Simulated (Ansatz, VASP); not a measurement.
## InSb3: VASP beside Ansatz

```
CELL_PARAMETERS angstrom
0.00000 3.81969 3.81969
3.81969 0.00000 3.81969
3.81969 3.81969 0.00000
ATOMIC_POSITIONS crystal
Sb 0.50000 0.50000 0.50000
Sb 0.75000 0.75000 0.75000
Sb 0.25000 0.25000 0.25000
In 0.00000 0.00000 0.00000
```

Alike in both runs: task single point; functional PBE; k mesh 6 × 6 × 6; occupations fermi-dirac, width 0.05 eV; no spin polarisation.

```csv
,VASP,Ansatz
version,VASP 6.6.1,Ansatz 0.2.0
potentials or method,"VASP PAW PBE potentials, release 64 (Sb, In_d)",Ansatz PAW
plane-wave cutoff (eV),520,420
valence electrons in the cell,28,58
```

|  | VASP | Ansatz | Ansatz less VASP |
| --- | --- | --- | --- |
| gap on the k mesh at the Fermi level (eV) | none | none | - |
| pressure (GPa) | -1.2 | -1.1 | +0.09 |

A gap of «none» marks a metal or a gap that the smearing closes. VASP's potentials hold 28 valence electrons a cell and Ansatz's 58, so a difference there can come from the potentials and not from the codes.

Neither program's run includes spin-orbit coupling.
